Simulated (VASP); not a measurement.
Input of a VASP 6.6.1 run:

INCAR

```
ALGO = Normal ; DIPOL = 0.5 0.5 0.488
EDIFF = 1E-6 ; ENCUT = 520
GGA = PS ; IDIPOL = 3
ISIF = 2 ; ISMEAR = 0
LASPH = True ; LCHARG = True
LDIPOL = True ; LELF = True
LREAL = False ; LVACPOTAV = True
LVHAR = True ; LWAVE = False
NBANDS = 35 ; NELM = 80
PREC = Accurate ; SIGMA = 0.1
```

Contents of KPOINTS:

```
k-points
0
Gamma
  10 10 1
```

POSCAR

```
Ti4O
1.0
    2.8679135958      0.0000000000      0.0000000000
    0.0000000000      2.8679135958      0.0000000000
    0.0000000000      0.0000000000     25.0837634544
Ti O
4 1
Direct
    0.5000000000      0.5000000000      0.3388646212
    0.0000000000      0.0000000000      0.4197105897
    0.5000000000      0.5000000000      0.5032678237
    0.0000000000      0.0000000000      0.5816725898
    0.5000000000      0.5000000000      0.5962305537
```

Potentials or basis: VASP PAW PBE potentials, release 64 (Ti_sv, O).

Run with:

```sh
$ cat potpaw_PBE.64/Ti_sv/POTCAR potpaw_PBE.64/O/POTCAR > POTCAR
$ mpirun -np 1 vasp_std > vasp.out
```

(1) Predict the largest force.

(2) Estimate the band gap on the k mesh.

Answers

(1) 0.682 eV/Å.

(2) zero (bands 27 and 28 overlap by 0.31 eV).

Caveat: the PAW data sets were made with another functional, which shifts forces and pressure a little.
